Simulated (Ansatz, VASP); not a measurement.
**HgTe: VASP beside Ansatz**

```xyz
2
Lattice="0.0000 3.2400 3.2400 3.2400 0.0000 3.2400 3.2400 3.2400 0.0000" Properties=species:S:1:pos:R:3 pbc="T T T"
Te    4.8600    4.8600    4.8600
Hg    0.0000    0.0000    0.0000
```

Alike in both runs: task single point; functional PBE; k mesh 6 × 6 × 6; occupations fermi-dirac, width 0.0005 eV; no spin polarisation.

|  | VASP | Ansatz |
| --- | --- | --- |
| version | VASP 6.6.1 | Ansatz 0.2.0 |
| potentials or method | VASP PAW PBE potentials, release 64 (Te, Hg), cutoff 500 eV | PAW, plane waves, scalar-relativistic |
| valence electrons in the cell | 18 | 36 |

Ansatz gave:

* pressure (GPa): 3.3

Task: What did VASP give for the same quantities?

Result: Pressure (GPa): 3.4.

VASP's potentials hold 18 valence electrons a cell and Ansatz's 36, so a difference there can come from the potentials and not from the codes.

Neither program's run includes spin-orbit coupling.
